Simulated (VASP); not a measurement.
# TiS2 (P-3m1) in VASP: a series of runs

TiS2 is run at these levels: r2SCAN; tasks: single point.

All numbers are computed with VASP 6.6.1; they aren't measurements. Logs are shortened: lines on timing, memory, paths and dates and some standing lists are left out, and cuts for length are marked.

**1. The cell of the first run**

The structure is trigonal, space group P-3m1 (No. 164). Conventional cell: a = 3.445 Å, b = 3.445 Å, c = 5.796 Å, α = 90.00°, β = 90.00°, γ = 120.00°. Ti (site symmetry -3m) has 6 S at 2.43 Å within 3.2 Å. Within 3.2 Å of S (site symmetry 3m) lie 3 Ti at 2.43 Å.

**2. Single point, r2SCAN (strain +1.0%)**

Contents of POSCAR:

```
TiS2
1.0
    3.4447075514      0.0000000000      0.0000000000
   -1.7223537757      2.9832042481      0.0000000000
    0.0000000000      0.0000000000      5.7961074094
Ti S
1 2
Direct
    0.0000000000      0.0000000000      0.0000000000
    0.3333333333      0.6666666667      0.2404809016
    0.6666666667      0.3333333333      0.7595190984
```

Contents of INCAR.step1:

```
ALGO     = Normal         # electronic algorithm
EDIFF    = 1E-5           # SCF threshold, eV
ENCUT    = 550            # plane-wave cutoff, eV
GGA      = PE             # functional
GGA_COMPAT= False        
ISMEAR   = -1             # smearing method
LASPH    = True           # aspherical terms in the spheres
LCHARG   = False          # write CHGCAR
LREAL    = False          # projectors in reciprocal space
LWAVE    = True           # write WAVECAR
NBANDS   = 19             # bands
NELM     = 120            # most SCF steps
PREC     = Accurate       # precision mode
SIGMA    = 0.02           # smearing width, eV
```

Contents of INCAR.step2:

```
ALGO     = Normal         # electronic algorithm
EDIFF    = 1E-6           # SCF threshold, eV
ENCUT    = 550            # plane-wave cutoff, eV
GGA_COMPAT= False        
ISIF     = 2              # what is computed and relaxed
ISMEAR   = -1             # smearing method
ISTART   = 1            
LASPH    = True           # aspherical terms in the spheres
LCHARG   = False          # write CHGCAR
LMIXTAU  = True         
LREAL    = False          # projectors in reciprocal space
LWAVE    = False          # write WAVECAR
METAGGA  = R2SCAN         # meta-GGA
NBANDS   = 19             # bands
NELM     = 120            # most SCF steps
PREC     = Accurate       # precision mode
SIGMA    = 0.02           # smearing width, eV
```

Contents of KPOINTS:

```
k-points
0
Gamma
  12 12 4
```

Potentials or basis: VASP PAW PBE potentials, release 64 (Ti_sv, S).

The run is started by

```
$ cat potpaw_PBE.64/Ti_sv/POTCAR potpaw_PBE.64/S/POTCAR > POTCAR
$ cp INCAR.step1 INCAR
$ mpirun -np 1 vasp_std > vasp.out
$ cp INCAR.step2 INCAR
$ mpirun -np 1 vasp_std > vasp.out
```

OUTCAR:

```text
EDIFF = 1E-6
   ENCUT = 550
   ISIF = 2
   ISMEAR = -1
   ISTART = 1
   LASPH = True
   LREAL = False
   METAGGA = R2SCAN
   NELM = 120
   PREC = Accurate

 ion  position               nearest neighbor table
   1  0.000  0.000  0.000-   2 2.43   3 2.43   2 2.43   3 2.43   3 2.43   2 2.43
   2  0.333  0.667  0.240-   1 2.43   1 2.43   1 2.43
   3  0.667  0.333  0.760-   1 2.43   1 2.43   1 2.43

  LATTYP: Found a hexagonal cell.
 ALAT       =     3.4447075514
 C/A-ratio  =     1.6826123330

  Lattice vectors:

 A1 = (   3.4447075514,   0.0000000000,   0.0000000000)
 A2 = (  -1.7223537757,   2.9832042481,   0.0000000000)
 A3 = (   0.0000000000,   0.0000000000,   5.7961074094)

Analysis of symmetry for initial positions (statically):
=====================================================================
 Subroutine PRICEL returns:
 Original cell was already a primitive cell.

 Routine SETGRP: Setting up the symmetry group for a
 hexagonal supercell.

 Subroutine GETGRP returns: Found 12 space group operations
 (whereof 12 operations were pure point group operations)
 out of a pool of 24 trial point group operations.

The static configuration has the point symmetry D_3d.

Analysis of symmetry for dynamics (positions and initial velocities):
=====================================================================
 Subroutine PRICEL returns:
 Original cell was already a primitive cell.

 Routine SETGRP: Setting up the symmetry group for a
 hexagonal supercell.

 Subroutine GETGRP returns: Found 12 space group operations
 (whereof 12 operations were pure point group operations)
 out of a pool of 24 trial point group operations.

The dynamic configuration has the point symmetry D_3d.

 Subroutine INISYM returns: Found 12 space group operations
 (whereof 12 operations are pure point group operations),
 and found     1 'primitive' translations

----------------------------------------------------------------------------------------

                                     Primitive cell

  volume of cell :      59.5623

  direct lattice vectors                    reciprocal lattice vectors
     3.444707551  0.000000000  0.000000000     0.290300406  0.167605017  0.000000000
    -1.722353776  2.983204248  0.000000000     0.000000000  0.335210035  0.000000000
     0.000000000  0.000000000  5.796107409     0.000000000  0.000000000  0.172529584

  length of vectors
     3.444707551  3.444707551  5.796107409     0.335210035  0.335210035  0.172529584

  position of ions in fractional coordinates (direct lattice)
     0.000000000  0.000000000  0.000000000
     0.333333333  0.666666667  0.240480902
     0.666666667  0.333333333  0.759519098

  ion indices of the primitive-cell ions
   primitive index   ion index
                 1           1
                 2           2
                 3           3

----------------------------------------------------------------------------------------

 KPOINTS: k-points

Automatic generation of k-mesh.
 Grid dimensions read from file:
 generate k-points for:   12   12    4

 Generating k-lattice:

  Cartesian coordinates                     Fractional coordinates (reciprocal lattice)
     0.024191700  0.013967085  0.000000000     0.083333333  0.000000000  0.000000000
     0.000000000  0.027934170  0.000000000     0.000000000  0.083333333  0.000000000
     0.000000000  0.000000000  0.043132396     0.000000000  0.000000000  0.250000000

  Length of vectors
     0.027934170  0.027934170  0.043132396

  Shift w.r.t. Gamma in fractional coordinates (k-lattice)
     0.000000000  0.000000000  0.000000000

 Subroutine IBZKPT returns following result:
 ===========================================

 Found     69 irreducible k-points:

 Following reciprocal coordinates:
            Coordinates               Weight
  0.000000  0.000000  0.000000      1.000000
  0.083333  0.000000  0.000000      6.000000
  0.166667  0.000000  0.000000      6.000000
  0.250000  0.000000  0.000000      6.000000
  0.333333  0.000000  0.000000      6.000000
  0.416667  0.000000  0.000000      6.000000
[... 16 lines left out ...]
  0.166667  0.000000  0.250000      6.000000
  0.000000  0.166667  0.250000      6.000000
 [... further k-points ...]
   k-points           NKPTS =     69   k-points in BZ     NKDIM =     69   number of bands    NBANDS=     19
   number of dos      NEDOS =    301   number of ions     NIONS =      3
   total plane-waves  NPLWV =  37632
   dimension x,y,z NGX =    28 NGY =   28 NGZ =   48
   dimension x,y,z NGXF=    56 NGYF=   56 NGZF=   96
   ions per type =               1   2
   NGX,Y,Z   is equivalent  to a cutoff of  13.51, 13.51, 13.77 a.u.
   NGXF,Y,Z  is equivalent  to a cutoff of  27.03, 27.03, 27.54 a.u.
 SYSTEM =  unknown system
   PREC   = accura    normal or accurate (medium, high low for compatibility)
   ISTART =      1    job   : 0-new  1-cont  2-samecut
   ICHARG =      0    charge: 1-file 2-atom 10-const
   ISPIN  =      1    spin polarized calculation?
   LNONCOLLINEAR =      F non collinear calculations
   LSORBIT =      F    spin-orbit coupling
   LASPH  =      T    aspherical Exc in radial PAW
   ENCUT  =  550.0 eV  40.42 Ry    6.36 a.u.   6.59  6.59 11.08*2*pi/ulx,y,z
   NELM   =    120;   NELMIN=  2; NELMDL=  0     # of ELM steps
   EDIFF  = 0.1E-05   stopping-criterion for ELM
   LREAL  =      F    real-space projection
   EDIFFG = 0.1E-04   stopping-criterion for IOM
   NSW    =      0    number of steps for IOM
   IBRION =     -1    ionic relax: 0-MD 1-quasi-New 2-CG
   NFREE  =      0    steps in history (QN), initial steepest desc. (CG)
   ISIF   =      2    stress and relaxation
   ISYM   =      2    0-nonsym 1-usesym 2-fastsym
   POTIM  = 0.5000    time-step for ionic-motion
   TEBEG  =    0.0;   TEEND  =   0.0 temperature during run
   PSTRESS=    0.0 pullay stress
   NELECT =      24.0000    total number of electrons
   NUPDOWN=      -1.0000    fix difference up-down
   EMIN   =  10.00;   EMAX   =-10.00  energy-range for DOS
   EFERMI =   0.00;   METHOD = LEGACY
   ISMEAR =    -1;   SIGMA  =   0.02  broadening in eV -4-tet -1-fermi 0-gaus
   EFERMI_NEDOS =   21; number of points for ismear=-14 and -15
   IALGO  =     38    algorithm
   IMIX   =      4    mixing-type and parameters
     AMIX     =   0.40;   BMIX     =  1.00
     AMIX_MAG =   1.60;   BMIX_MAG =  1.00
  volume/ion in A,a.u.               =      19.85       133.98
  Fermi-wavevector in a.u.,A,eV,Ry     =   1.209172  2.285003 19.893028  1.462096
  Thomas-Fermi vector in A             =   2.344757
   LORBIT       =      0    0 simple, 1 ext, 2 COOP (PROOUT), +10 PAW based schemes
   METAGGA = R2SCAN    functional components
   LHFCALC =     F    Hartree Fock is set to
   AEXX    =    0.0000 exact exchange contribution
   IVDW    =     0    specifies the selected vdW correction
   LEPSILON=     F    determine dielectric tensor
   LRPA    =     F    only Hartree local field effects (RPA)
 non-spin polarized calculation
  energy-cutoff  :      550.00
  volume of cell :       59.56
 maximum number of plane-waves:      1774
 NGX is ok and might be reduce to    28
   NGX = 13   NGY = 13   NGZ = 23

 number of electron      24.0000002 magnetization

 Free energy of the ion-electron system (eV)
  ---------------------------------------------------
  ext. energy  EPLUGINS =         0.00000000
  ---------------------------------------------------
  free energy    TOTEN  =       -33.48461324 eV

  energy without entropy =      -33.48461091  energy(sigma->0) =      -33.48461208

 E-fermi :   4.9437     XC(G=0): -10.4183

 val. band max:        4.8024715793   @ k =   0.0000   0.0000   0.0000
 cond. band min:       5.0915979961   @ k =   0.5000   0.0000   0.5000
 fundamental gap:      0.2891264167
 Fermi energy:         4.9437167445

 k-point     1 :       0.0000    0.0000    0.0000
  band No.  band energies     occupation
      1     -55.2634      2.00000
      2     -30.4373      2.00000
      3     -30.3932      2.00000
      4     -30.3931      2.00000
      5      -9.4060      2.00000
      6      -7.7312      2.00000
[... 11 lines left out ...]
     18      11.4982      0.00000
     19      12.3395      0.00000

 k-point     2 :       0.0833    0.0000    0.0000
  band No.  band energies     occupation
      1     -55.2627      2.00000
      2     -30.4357      2.00000
      3     -30.4013      2.00000
      4     -30.3950      2.00000
      5      -9.3242      2.00000
      6      -7.7166      2.00000
[... 11 lines left out ...]
     18      11.9727      0.00000
     19      12.6734      0.00000

 k-point     3 :       0.1667    0.0000    0.0000
  band No.  band energies     occupation
      1     -55.2607      2.00000
      2     -30.4314      2.00000
      3     -30.4232      2.00000
      4     -30.4000      2.00000
      5      -9.0900      2.00000
      6      -7.6777      2.00000
[... 11 lines left out ...]
     18      12.7609      0.00000
     19      13.4199      0.00000

 k-point     4 :       0.2500    0.0000    0.0000
  band No.  band energies     occupation
      1     -55.2580      2.00000
      2     -30.4536      2.00000
      3     -30.4250      2.00000
      4     -30.4068      2.00000
      5      -8.7376      2.00000
      6      -7.6284      2.00000
[... 407 lines left out ...]
     18      12.0618      0.00000
     19      13.4129      0.00000

 k-point    23 :       0.1667    0.0000    0.2500
  band No.  band energies     occupation
      1     -55.2607      2.00000
      2     -30.4315      2.00000
      3     -30.4232      2.00000
      4     -30.4000      2.00000
      5      -8.9749      2.00000
      6      -7.8596      2.00000
[... 11 lines left out ...]
     18      13.0590      0.00000
     19      13.5177      0.00000

 k-point    24 :       0.0000    0.1667    0.2500
  band No.  band energies     occupation
      1     -55.2607      2.00000
      2     -30.4315      2.00000
      3     -30.4232      2.00000
      4     -30.4000      2.00000
      5      -8.9832      2.00000
      6      -7.8459      2.00000
[... 11 lines left out ...]
     18      12.6885      0.00000
     19      13.9450      0.00000

 [... further k-points ...]

------------------------ aborting loop because EDIFF is reached ----------------------------------------

  FORCE on cell =-STRESS in cart. coord.  units (eV):
  Direction    XX          YY          ZZ          XY          YZ          ZX
  --------------------------------------------------------------------------------------
  -------------------------------------------------------------------------------------
  Total       -0.3065386     -0.3065386      0.1990812      0.0000000      0.0000000      0.0000000
  in kB       -8.2456331     -8.2456331      5.3551170      0.0000000      0.0000000      0.0000000
  external PRESSURE =      -3.7120497 kB  Pullay stress =       0.0000000 kB

 VOLUME and BASIS-vectors are now :
 -----------------------------------------------------------------------------
  energy-cutoff  :      550.00
  volume of cell :       59.56
      direct lattice vectors                 reciprocal lattice vectors
     3.444707551  0.000000000  0.000000000     0.290300406  0.167605017  0.000000000
    -1.722353776  2.983204248  0.000000000     0.000000000  0.335210035  0.000000000
     0.000000000  0.000000000  5.796107409     0.000000000  0.000000000  0.172529584

 POSITION                                       TOTAL-FORCE (eV/Angst)
 -----------------------------------------------------------------------------------
      0.00000      0.00000      0.00000        -0.000000      0.000000      0.000000
     -0.00000      1.98880      1.39385        -0.000000     -0.000000     -0.025752
      1.72235      0.99440      4.40225         0.000000      0.000000      0.025752
 -----------------------------------------------------------------------------------
    total drift:                               -0.000000     -0.000000     -0.000000

  FREE ENERGIE OF THE ION-ELECTRON SYSTEM (eV)
  ---------------------------------------------------
  free  energy   TOTEN  =       -33.4846132399 eV

  energy  without entropy=      -33.4846109146  energy(sigma->0) =      -33.48461208
```

Wall time 2.2 min (1 thread of Intel Xeon 6975P-C (Granite Rapids), shared host); peak memory 0.24 GiB.

Results:

| Item | Value |
| --- | --- |
| Free energy | -33.4846 eV |
| Pressure | -0.4 GPa |
| Largest force | 0.026 eV/Å |
| Band gap on the k mesh | 0.29 eV (least direct gap 0.68 eV) |

Forces in eV/Å, atoms in the order of the input:
```
Ti   0.000  0.000  0.000
S    0.000  0.000 -0.026
S    0.000  0.000  0.026
```

Stress tensor (GPa, compression positive):
```
-0.82  0.00  0.00
 0.00 -0.82  0.00
 0.00  0.00  0.54
```

Levels at points of the mesh, in eV from the valence-band top:
| k point | band 10 | band 11 | band 12 | band 13 | band 14 | band 15 |
| --- | --- | --- | --- | --- | --- | --- |
| (0.00, 0.00, 0.00) | -0.11 | 0.00 | 0.00 | 0.68 | 0.68 | 1.29 |
| (0.50, 0.00, 0.00) | -2.81 | -2.51 | -1.67 | 0.51 | 1.71 | 2.11 |
| (0.00, 0.00, 0.50) | -2.22 | -0.13 | -0.13 | 0.67 | 0.67 | 1.81 |
| (0.50, 0.00, 0.50) | -2.80 | -1.42 | -1.34 | 0.29 | 1.70 | 2.08 |

Caveat: the cell differs from its parent crystal (strain +1.0%); semilocal functionals underestimate gaps, and a narrow one can read as zero; the PAW data sets were made with another functional, which shifts forces and pressure a little.

(Continued in part 2 of 2.)
